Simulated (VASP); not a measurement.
Si2P3, 5 atoms in the cell. Symmetry: Pm-3m, No. 221, cubic system. Conventional cell: a = 4.492 Å, b = 4.492 Å, c = 4.492 Å, α = 90.00°, β = 90.00°, γ = 90.00°. Within 4.2 Å of Si (site symmetry m-3m) lie 12 P at 3.18 Å and 8 Si at 3.89 Å. Within 3.0 Å of Si (site symmetry m-3m) lie 6 P at 2.25 Å. Within 3.0 Å of P (site symmetry 4/mmm) lie 2 Si at 2.25 Å. The cell was built from a structure type or drawn by symmetry, and may not be a known phase.

```yaml
Program: VASP 6.6.1
Task: single point
Functional: PBE
Potentials_or_basis: VASP PAW PBE potentials, release 64 (Si, P)
Cutoff: 500 eV
k_mesh: 4 × 4 × 4
Occupations: gaussian, width 0.2 eV
Spin: no spin polarisation
Dipole_correction: no
Further_INCAR_settings: ALGO = Normal; EDIFF = 1e-06; NBANDS = 20
```

Potentials or basis: VASP PAW PBE potentials, release 64 (Si, P).

Command:

```sh
$ cat potpaw_PBE.64/Si/POTCAR potpaw_PBE.64/P/POTCAR > POTCAR
$ mpirun -np 1 vasp_std > vasp.out
```

Hardware: 1 thread of AMD EPYC 7R43 64-Core Processor (Zen 3), on a shared host.

How long does it take, and how much memory?

Run time: 24 s on 1 thread of AMD EPYC 7R43 64-Core Processor (Zen 3) (shared host), peak memory 0.16 GiB. Counts: scf iterations 13, k points 10.
